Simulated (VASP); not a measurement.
Set up this calculation in VASP 6.6.1, as the native input.

```yaml
Task: single point
Functional: r2SCAN
Potentials_or_basis: VASP PAW PBE potentials, release 64 (B, Sb, Al)
Cutoff: 520 eV
k_mesh: 6 × 6 × 4
Occupations: fermi-dirac, width 0.02 eV
Spin: no spin polarisation
Dipole_correction: no
Further_INCAR_settings: ALGO = Normal; EDIFF = 1e-07; NBANDS = 16
```

Crystal: AlBSb2.

```
B Sb Al
1.0
     4.00648    0.00000    0.00000
     0.00000    4.00648    0.00000
     0.00000    0.00000    5.88007
B Sb Al
1 2 1
Direct
  0.00000 0.00000 0.00000
  0.00000 0.50000 0.21485
  0.50000 0.00000 0.78515
  0.50000 0.50000 0.50000
```

One way to write it, as run:

POSCAR

```
AlBSb2
1.0
    4.0064826178      0.0000000000      0.0000000000
    0.0000000000      4.0064826178      0.0000000000
    0.0000000000      0.0000000000      5.8800652909
B Sb Al
1 2 1
Direct
    0.0000000000      0.0000000000      0.0000000000
    0.0000000000      0.5000000000      0.2148476448
    0.5000000000      0.0000000000      0.7851523552
    0.5000000000      0.5000000000      0.5000000000
```

INCAR.step1

```
ALGO     = Normal         # electronic algorithm
EDIFF    = 1E-4           # SCF threshold, eV
ENCUT    = 520            # plane-wave cutoff, eV
GGA      = PE             # functional
ISMEAR   = -1             # smearing method
LASPH    = True           # aspherical terms in the spheres
LCHARG   = False          # write CHGCAR
LREAL    = False          # projectors in reciprocal space
LWAVE    = True           # write WAVECAR
NBANDS   = 16             # bands
NELM     = 60             # most SCF steps
PREC     = Accurate       # precision mode
SIGMA    = 0.02           # smearing width, eV
```

INCAR.step2

```
ALGO     = Normal         # electronic algorithm
EDIFF    = 1E-7           # SCF threshold, eV
ENCUT    = 520            # plane-wave cutoff, eV
ISIF     = 2              # what is computed and relaxed
ISMEAR   = -1             # smearing method
ISTART   = 1            
LASPH    = True           # aspherical terms in the spheres
LCHARG   = False          # write CHGCAR
LMIXTAU  = True         
LREAL    = False          # projectors in reciprocal space
LWAVE    = False          # write WAVECAR
METAGGA  = R2SCAN         # meta-GGA
NBANDS   = 16             # bands
NELM     = 60             # most SCF steps
PREC     = Accurate       # precision mode
SIGMA    = 0.02           # smearing width, eV
```

KPOINTS

```
k-points
0
Gamma
  6 6 4
```

Potentials or basis: VASP PAW PBE potentials, release 64 (B, Sb, Al).

The run is started by

```sh
$ cat potpaw_PBE.64/B/POTCAR potpaw_PBE.64/Sb/POTCAR potpaw_PBE.64/Al/POTCAR > POTCAR
$ cp INCAR.step1 INCAR
$ mpirun -np 1 vasp_std > vasp.out
$ cp INCAR.step2 INCAR
$ mpirun -np 1 vasp_std > vasp.out
```

It gave:

```yaml
Pressure: 0.3 GPa
Largest_force: 0.010 eV/Å
Band_gap_on_the_k_mesh: 0.12 eV, direct
```

Caveat: the PAW data sets were made with another functional, which shifts forces and pressure a little; spin-orbit coupling is left out, which moves the levels of the heavy elements.

Wall time 110 s on 1 thread of AMD EPYC 9R45 96-Core Processor (Zen 5) (shared host), peak memory 0.21 GiB.
